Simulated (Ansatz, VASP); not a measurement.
# Two plane-wave programs on KBr

Contents of INCAR:

```
SYSTEM = KBr
PREC = Accurate
ENCUT = 520
EDIFF = 1E-7
ISMEAR = 0
SIGMA = 0.05
LREAL = .FALSE.
LASPH = .TRUE.
NELM = 60
ALGO = Normal
ISIF = 2
LWAVE = .FALSE.
LCHARG = .TRUE.
GGA = CA
LELF = .TRUE.
LVHAR = .TRUE.
NBANDS = 24
```

Contents of KPOINTS:

```
regular mesh
0
G
  6 6 4
  0 0 0
```

File POSCAR:

```
KBr
1.0
    3.9257624872      0.0000000000      0.0000000000
    0.0000000000      3.9257624872      0.0000000000
    0.0000000000      0.0000000000      7.8515249743
K Br
2 2
Direct
    0.0000000000      0.0000000000      0.0000000000
    0.0000000000      0.0000000000      0.5000000000
    0.4418278613      0.5000000000      0.2500000000
    0.5581721387      0.5000000000      0.7500000000
```

Input for Ansatz:

```yaml
crystal:
  lattice:
    - [3.9257624872, 0.0, 0.0]
    - [0.0, 3.9257624872, 0.0]
    - [0.0, 0.0, 7.8515249743]
  atoms:
    - { symbol: K, position: [0.0, 0.0, 0.0] }
    - { symbol: K, position: [0.0, 0.0, 0.5] }
    - { symbol: Br, position: [0.4418278613, 0.5, 0.25] }
    - { symbol: Br, position: [0.5581721387, 0.5, 0.75] }
basis:
  ecutwfc: 420
kpoints:
  mp_grid: { grid: [6, 6, 4] }
hamiltonian:
  xc: lda
scf:
  occupations: { method: gaussian, width: 0.05 }
output:
  forces: true
  stress: true
  eigenvalues: true
```

Change from the starting cell: mode 4 frozen in at -0.223 Å, equal normal strain along x, y and z +0.0250.

Alike in both runs: task single point; functional LDA; k mesh 6 × 6 × 4; occupations gaussian, width 0.05 eV; no spin polarisation.

```csv
,VASP,Ansatz
version,VASP 6.6.1,Ansatz 0.2.0
potentials or method,"VASP PAW LDA potentials, release 64 (K_sv, Br), cutoff 520 eV","scalar-relativistic, plane waves, PAW"
valence electrons in the cell,32,32
```

|  | VASP | Ansatz | Ansatz less VASP |
| --- | --- | --- | --- |
| gap on the k mesh at the Fermi level (eV) | 3.78 | 3.77 | -0.010 |
| least direct gap on the mesh (eV) | 4.03 | 4.02 | -0.011 |
| pressure (GPa) | -1.1 | -1.2 | -0.07 |
| traceless stress, the component that is largest in VASP (GPa) | 0.07 | 0.07 | -0.003 |
| rms of the force components (eV/Å) | 0.056 | 0.054 | -0.0025 |

LDA's correlation is that of Perdew and Zunger in VASP and of Perdew and Wang (1992) in Ansatz. Atom by atom the forces differ by 0.002 eV/Å (rms over components).
